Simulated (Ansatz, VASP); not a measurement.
# One calculation of ZrH, two programs

```
Zr H
1.0
     3.33419    0.00000    0.00000
     0.00000    3.33419    0.00000
     0.00000    0.00000    4.68046
Zr H
2 2
Direct
  0.00000 0.50000 0.00000
  0.50000 0.00000 0.50000
  0.00000 0.00000 0.75000
  0.00000 0.00000 0.25000
```

Alike in both runs: task single point; functional LDA; k mesh 16 × 16 × 12; occupations gaussian, width 0.15 eV; no spin polarisation.

```csv
,VASP,Ansatz
version,VASP 6.6.1,Ansatz 0.2.0
potentials or method,"VASP PAW LDA potentials, release 64 (Zr_sv, H), cutoff 520 eV","scalar-relativistic, plane waves, PAW"
valence electrons in the cell,26,26
```

VASP gave:

- gap on the k mesh at the Fermi level (eV): none
- pressure (GPa): -4.5
- traceless stress, the component that is largest in VASP (GPa): 2.89

Question: Which values does Ansatz return?

Answer: gap on the k mesh at the Fermi level (eV): none; pressure (GPa): -4.6; traceless stress, the component that is largest in VASP (GPa): 2.90.

LDA's correlation is that of Perdew and Zunger in VASP and of Perdew and Wang (1992) in Ansatz. A gap of «none» marks a metal or a gap that the smearing closes.
